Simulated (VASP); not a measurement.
# HfS2 (P-3m1) in VASP: single point with HSE06

Aim: the single point of HfS2 with HSE06.

All numbers are computed with VASP 6.6.1; they aren't measurements. Logs are shortened: lines on timing, memory, paths and dates and some standing lists are left out, and cuts for length are marked.

## 1. The cell of the first run

It takes space group P-3m1 (No. 164, trigonal). Conventional cell: a = 3.630 Å, b = 3.630 Å, c = 5.878 Å, α = 90.00°, β = 90.00°, γ = 120.00°. Hf (site symmetry -3m) has 6 S at 2.54 Å within 3.4 Å. Within 3.4 Å of S (site symmetry 3m) lie 3 Hf at 2.54 Å.

## 2. Single point, HSE06

The input, POSCAR:

```
HfS2
1.0
    3.6302959557      0.0000000000      0.0000000000
   -1.8151479779      3.1439285209      0.0000000000
    0.0000000000      0.0000000000      5.8783581771
Hf S
1 2
Direct
    0.0000000000      0.0000000000      0.0000000000
    0.3333333333      0.6666666667      0.2446279701
    0.6666666667      0.3333333333      0.7553720299
```

The input, INCAR.step1:

```
SYSTEM = HfS2
  PREC = Accurate
  ENCUT = 400
  EDIFF = 1E-5
  ISMEAR = 0
  SIGMA = 0.01
  LREAL = .FALSE.
  LASPH = .TRUE.
  NELM = 120
  ALGO = Normal
  ISIF = 2
  LWAVE = .TRUE.
  GGA = PE
  NBANDS = 18
  GGA_COMPAT = .FALSE.
```

The input, INCAR.step2:

```
SYSTEM = HfS2
  PREC = Accurate
  ENCUT = 400
  EDIFF = 1E-6
  ISMEAR = 0
  SIGMA = 0.01
  LREAL = .FALSE.
  LASPH = .TRUE.
  NELM = 120
  ALGO = Normal
  ISIF = 2
  LWAVE = .FALSE.
  LCHARG = .TRUE.
  GGA = PE
  LHFCALC = .TRUE.
  HFSCREEN = 0.2079
  PRECFOCK = Normal
  LELF = .TRUE.
  LVHAR = .TRUE.
  ISTART = 1
  NBANDS = 18
  GGA_COMPAT = .FALSE.
```

The input, KPOINTS:

```
regular mesh
0
G
  6 6 4
  0 0 0
```

Potentials or basis: VASP PAW PBE potentials, release 64 (Hf_pv, S).

The run is started by

```sh
$ cat potpaw_PBE.64/Hf_pv/POTCAR potpaw_PBE.64/S/POTCAR > POTCAR
$ cp INCAR.step1 INCAR
$ mpirun -np 1 vasp_std > vasp.out
$ cp INCAR.step2 INCAR
$ mpirun -np 1 vasp_std > vasp.out
```

OUTCAR:

```text
SYSTEM = HfS2
   PREC = Accurate
   ENCUT = 400
   EDIFF = 1E-6
   ISMEAR = 0
   LREAL = .FALSE.
   LASPH = .TRUE.
   NELM = 120
   ISIF = 2
   GGA = PE
   LHFCALC = .TRUE.
   HFSCREEN = 0.2079
   PRECFOCK = Normal
   ISTART = 1

 ion  position               nearest neighbor table
   1  0.000  0.000  0.000-   2 2.54   3 2.54   3 2.54   2 2.54   3 2.54   2 2.54
   2  0.333  0.667  0.245-   1 2.54   1 2.54   1 2.54
   3  0.667  0.333  0.755-   1 2.54   1 2.54   1 2.54

  LATTYP: Found a hexagonal cell.
 ALAT       =     3.6302959557
 C/A-ratio  =     1.6192503996

  Lattice vectors:

 A1 = (   3.6302959557,   0.0000000000,   0.0000000000)
 A2 = (  -1.8151479779,   3.1439285209,   0.0000000000)
 A3 = (   0.0000000000,   0.0000000000,   5.8783581771)

Analysis of symmetry for initial positions (statically):
=====================================================================
 Subroutine PRICEL returns:
 Original cell was already a primitive cell.

 Routine SETGRP: Setting up the symmetry group for a
 hexagonal supercell.

 Subroutine GETGRP returns: Found 12 space group operations
 (whereof 12 operations were pure point group operations)
 out of a pool of 24 trial point group operations.

The static configuration has the point symmetry D_3d.

Analysis of symmetry for dynamics (positions and initial velocities):
=====================================================================
 Subroutine PRICEL returns:
 Original cell was already a primitive cell.

 Routine SETGRP: Setting up the symmetry group for a
 hexagonal supercell.

 Subroutine GETGRP returns: Found 12 space group operations
 (whereof 12 operations were pure point group operations)
 out of a pool of 24 trial point group operations.

The dynamic configuration has the point symmetry D_3d.

 Subroutine INISYM returns: Found 12 space group operations
 (whereof 12 operations are pure point group operations),
 and found     1 'primitive' translations

----------------------------------------------------------------------------------------

                                     Primitive cell

  volume of cell :      67.0920

  direct lattice vectors                    reciprocal lattice vectors
     3.630295956  0.000000000  0.000000000     0.275459635  0.159036695  0.000000000
    -1.815147978  3.143928521  0.000000000     0.000000000  0.318073389  0.000000000
     0.000000000  0.000000000  5.878358177     0.000000000  0.000000000  0.170115527

  length of vectors
     3.630295956  3.630295956  5.878358177     0.318073389  0.318073389  0.170115527

  position of ions in fractional coordinates (direct lattice)
     0.000000000  0.000000000  0.000000000
     0.333333333  0.666666667  0.244627970
     0.666666667  0.333333333  0.755372030

  ion indices of the primitive-cell ions
   primitive index   ion index
                 1           1
                 2           2
                 3           3

----------------------------------------------------------------------------------------

 KPOINTS: regular mesh

Automatic generation of k-mesh.
 Grid dimensions read from file:
 generate k-points for:    6    6    4

 Generating k-lattice:

  Cartesian coordinates                     Fractional coordinates (reciprocal lattice)
     0.045909939  0.026506116  0.000000000     0.166666667 -0.000000000  0.000000000
     0.000000000  0.053012232  0.000000000     0.000000000  0.166666667  0.000000000
     0.000000000  0.000000000  0.042528882     0.000000000  0.000000000  0.250000000

  Length of vectors
     0.053012232  0.053012232  0.042528882

  Shift w.r.t. Gamma in fractional coordinates (k-lattice)
     0.000000000  0.000000000  0.000000000

 Subroutine IBZKPT returns following result:
 ===========================================

 Found     24 irreducible k-points:

 Following reciprocal coordinates:
            Coordinates               Weight
  0.000000  0.000000  0.000000      1.000000
  0.166667  0.000000  0.000000      6.000000
  0.333333  0.000000  0.000000      6.000000
  0.500000  0.000000  0.000000      3.000000
  0.166667  0.166667  0.000000      6.000000
  0.333333  0.166667  0.000000     12.000000
[... 16 lines left out ...]
  0.333333  0.166667  0.500000     12.000000
  0.333333  0.333333  0.500000      2.000000
   k-points           NKPTS =     24   k-points in BZ     NKDIM =    144   number of bands    NBANDS=     18
   number of dos      NEDOS =    301   number of ions     NIONS =      3
   total plane-waves  NPLWV =  23040
   dimension x,y,z NGX =    24 NGY =   24 NGZ =   40
   dimension x,y,z NGXF=    48 NGYF=   48 NGZF=   80
   ions per type =               1   2
   NGX,Y,Z   is equivalent  to a cutoff of  10.99, 10.99, 11.31 a.u.
   NGXF,Y,Z  is equivalent  to a cutoff of  21.98, 21.98, 22.62 a.u.
 SYSTEM =  HfS2
   PREC   = accura    normal or accurate (medium, high low for compatibility)
   ISTART =      1    job   : 0-new  1-cont  2-samecut
   ICHARG =      0    charge: 1-file 2-atom 10-const
   ISPIN  =      1    spin polarized calculation?
   LNONCOLLINEAR =      F non collinear calculations
   LSORBIT =      F    spin-orbit coupling
   LASPH  =      T    aspherical Exc in radial PAW
   ENCUT  =  400.0 eV  29.40 Ry    5.42 a.u.   5.92  5.92  9.59*2*pi/ulx,y,z
   NELM   =    120;   NELMIN=  2; NELMDL=  0     # of ELM steps
   EDIFF  = 0.1E-05   stopping-criterion for ELM
   LREAL  =      F    real-space projection
   EDIFFG = 0.1E-04   stopping-criterion for IOM
   NSW    =      0    number of steps for IOM
   IBRION =     -1    ionic relax: 0-MD 1-quasi-New 2-CG
   NFREE  =      0    steps in history (QN), initial steepest desc. (CG)
   ISIF   =      2    stress and relaxation
   ISYM   =      3    0-nonsym 1-usesym 2-fastsym
   POTIM  = 0.5000    time-step for ionic-motion
   TEBEG  =    0.0;   TEEND  =   0.0 temperature during run
   PSTRESS=    0.0 pullay stress
   NELECT =      22.0000    total number of electrons
   NUPDOWN=      -1.0000    fix difference up-down
   EMIN   =  10.00;   EMAX   =-10.00  energy-range for DOS
   EFERMI =   0.00;   METHOD = LEGACY
   ISMEAR =     0;   SIGMA  =   0.01  broadening in eV -4-tet -1-fermi 0-gaus
   EFERMI_NEDOS =   21; number of points for ismear=-14 and -15
   IALGO  =     38    algorithm
   IMIX   =      1    mixing-type and parameters
     AMIX     =   0.40;   BMIX     =  1.00
     AMIX_MAG =   1.60;   BMIX_MAG =  1.00
  volume/ion in A,a.u.               =      22.36       150.92
  Fermi-wavevector in a.u.,A,eV,Ry     =   1.128909  2.133328 17.339738  1.274435
  Thomas-Fermi vector in A             =   2.265600
   LORBIT       =      0    0 simple, 1 ext, 2 COOP (PROOUT), +10 PAW based schemes
   GGA     = PE    functional components
   LHFCALC =     T    Hartree Fock is set to
   PRECFOCK=normal    Normal, Fast or Accurate (Low or Medium for compatibility)
   ENCUT4O =  -1.0   cutoff for four orbital integrals eV
   NKREDX  =     1    reduce k-point grid by
   NKREDY  =     1    reduce k-point grid by
   NKREDZ  =     1    reduce k-point grid by
   AEXX    =    0.2500 exact exchange contribution
   HFSCREEN=    0.2079 screening length (either q_TF or 0.3 A-1)
   HFSCREENC=   0.2079 screening length for correlation (either q_TF or 0.3 A-1)
   ENCUTFOCK=  -1.0 apply spherical cutoff to Coloumb kernel
   IVDW    =     0    specifies the selected vdW correction
   LEPSILON=     F    determine dielectric tensor
   LRPA    =     F    only Hartree local field effects (RPA)
 non-spin polarized calculation
 Gauss-broadening in eV      SIGMA  =   0.01
  energy-cutoff  :      400.00
  volume of cell :       67.09
 maximum number of plane-waves:      1236
  NGX = 18; NGY = 18; NGZ = 30

 number of electron      22.0000002 magnetization

 Free energy of the ion-electron system (eV)
  ---------------------------------------------------
  ext. energy  EPLUGINS =         0.00000000
  ---------------------------------------------------
  free energy    TOTEN  =       -26.93474081 eV

  energy without entropy =      -26.93474081  energy(sigma->0) =      -26.93474081

 E-fermi :   2.8287     XC(G=0):  -8.0004

 val. band max:        2.7485477613   @ k =   0.0000   0.0000   0.0000
 cond. band min:       4.5965939997   @ k =   0.5000   0.0000   0.5000
 fundamental gap:      1.8480462384
 Fermi energy:         2.8287413078

 k-point     1 :       0.0000    0.0000    0.0000
  band No.  band energies     occupation
      1     -30.1038      2.00000
      2     -29.9669      2.00000
      3     -29.9669      2.00000
      4     -11.7702      2.00000
      5      -9.8609      2.00000
      6      -2.5240      2.00000
[... 10 lines left out ...]
     17       9.3320      0.00000
     18       9.4148      0.00000

 k-point     2 :       0.1667    0.0000    0.0000
  band No.  band energies     occupation
      1     -30.0928      2.00000
      2     -30.0263      2.00000
      3     -29.9804      2.00000
      4     -11.4256      2.00000
      5      -9.9187      2.00000
      6      -2.0981      2.00000
[... 10 lines left out ...]
     17      10.5670      0.00000
     18      11.2864      0.00000

 k-point     3 :       0.3333    0.0000    0.0000
  band No.  band energies     occupation
      1     -30.1432      2.00000
      2     -30.0704      2.00000
      3     -30.0071      2.00000
      4     -10.6665      2.00000
      5     -10.0045      2.00000
      6      -1.7721      2.00000
[... 10 lines left out ...]
     17      11.1797      0.00000
     18      11.7932      0.00000

 k-point     4 :       0.5000    0.0000    0.0000
  band No.  band energies     occupation
      1     -30.2005      2.00000
      2     -30.0593      2.00000
      3     -30.0204      2.00000
      4     -10.3497      2.00000
      5      -9.9029      2.00000
      6      -2.6291      2.00000
[... 375 lines left out ...]
      4     -10.6332      2.00000
      5     -10.2614      2.00000
      6      -1.5242      2.00000
[... 10 lines left out ...]
     17      11.9148      0.00000
     18      12.4814      0.00000

 k-point    23 :       0.3333    0.1667    0.5000
  band No.  band energies     occupation
      1     -30.1702      2.00000
      2     -30.0601      2.00000
      3     -30.0508      2.00000
      4     -10.2956      2.00000
      5      -9.9545      2.00000
      6      -2.2124      2.00000
[... 10 lines left out ...]
     17      11.2159      0.00000
     18      11.3232      0.00000

 k-point    24 :       0.3333    0.3333    0.5000
  band No.  band energies     occupation
      1     -30.1287      2.00000
      2     -30.1287      2.00000
      3     -30.0544      2.00000
      4     -10.0199      2.00000
      5     -10.0199      2.00000
      6      -1.3853      2.00000
[... 10 lines left out ...]
     17      12.0861      0.00000
     18      12.7926      0.00000

------------------------ aborting loop because EDIFF is reached ----------------------------------------

  FORCE on cell =-STRESS in cart. coord.  units (eV):
  Direction    XX          YY          ZZ          XY          YZ          ZX
  --------------------------------------------------------------------------------------
  -------------------------------------------------------------------------------------
  Total       -0.1134173     -0.1134173      0.1621808      0.0000000      0.0000000      0.0000000
  in kB       -2.7084388     -2.7084388      3.8729263      0.0000000      0.0000000      0.0000000
  external PRESSURE =      -0.5146504 kB  Pullay stress =       0.0000000 kB

 VOLUME and BASIS-vectors are now :
 -----------------------------------------------------------------------------
  energy-cutoff  :      400.00
  volume of cell :       67.09
      direct lattice vectors                 reciprocal lattice vectors
     3.630295956  0.000000000  0.000000000     0.275459635  0.159036695  0.000000000
    -1.815147978  3.143928521  0.000000000     0.000000000  0.318073389  0.000000000
     0.000000000  0.000000000  5.878358177     0.000000000  0.000000000  0.170115527

 POSITION                                       TOTAL-FORCE (eV/Angst)
 -----------------------------------------------------------------------------------
      0.00000      0.00000      0.00000         0.000000      0.000000      0.000000
     -0.00000      2.09595      1.43801         0.000000      0.000000     -0.200376
      1.81515      1.04798      4.44035        -0.000000     -0.000000      0.200376
 -----------------------------------------------------------------------------------
    total drift:                               -0.000000      0.000000     -0.000003

  FREE ENERGIE OF THE ION-ELECTRON SYSTEM (eV)
  ---------------------------------------------------
  free  energy   TOTEN  =       -26.9347408086 eV

  energy  without entropy=      -26.9347408086  energy(sigma->0) =      -26.93474081
```

Wall time 31 min (1 thread of Intel Xeon Platinum 8488C (Sapphire Rapids), shared host); peak memory 0.28 GiB.

What came out:

* Free energy: -26.9347 eV
* Pressure: -0.1 GPa
* Largest force: 0.200 eV/Å
* Band gap on the k mesh: 1.85 eV (least direct gap 2.80 eV)

Forces in eV/Å, atoms in the order of the input:
```
Hf   0.000  0.000  0.000
S    0.000  0.000 -0.200
S    0.000  0.000  0.200
```

Caveat: the PAW data sets were made with another functional, which shifts forces and pressure a little; spin-orbit coupling is left out, which moves the levels of the heavy elements; this functional lacks dispersion, which binds layers or chains, so the pressure and a relaxed spacing across them are unreliable.
